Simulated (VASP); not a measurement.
Input of a VASP 6.6.1 run:

The input INCAR:

```
SYSTEM = In
PREC = Accurate ; ENCUT = 520
EDIFF = 1E-7 ; ISMEAR = -1
SIGMA = 0.1 ; LREAL = .False.
LASPH = .True. ; NELM = 100
ALGO = Normal ; ISIF = 2
LWAVE = .False. ; LCHARG = .True.
LELF = .True. ; LVHAR = .True.
NBANDS = 26
```

The input KPOINTS:

```
regular mesh
0
Gamma
  8 8 11
  0 0 0
```

The input POSCAR:

```
In
1.0
    5.3955509299      0.0000000000      0.0000000000
   -2.6977754650      4.6726841727      0.0000000000
    0.0000000000      0.0000000000      3.3274940357
In
3
Direct
    0.0000000000      0.0000000000      0.0000000000
    0.3333333333      0.6666666667      0.5000000000
    0.6666666667      0.3333333333      0.5000000000
```

Potentials or basis: VASP PAW LDA potentials, release 64 (In_d).

The run is started by

```sh
$ cat potpaw_LDA.64/In_d/POTCAR > POTCAR
$ mpirun -np 1 vasp_std > vasp.out
```

Problem. Predict the pressure.

Solution. -4.0 GPa.

Stress tensor (GPa, compression positive):
```
-3.94  0.00  0.00
 0.00 -3.94  0.00
 0.00  0.00 -4.07
```
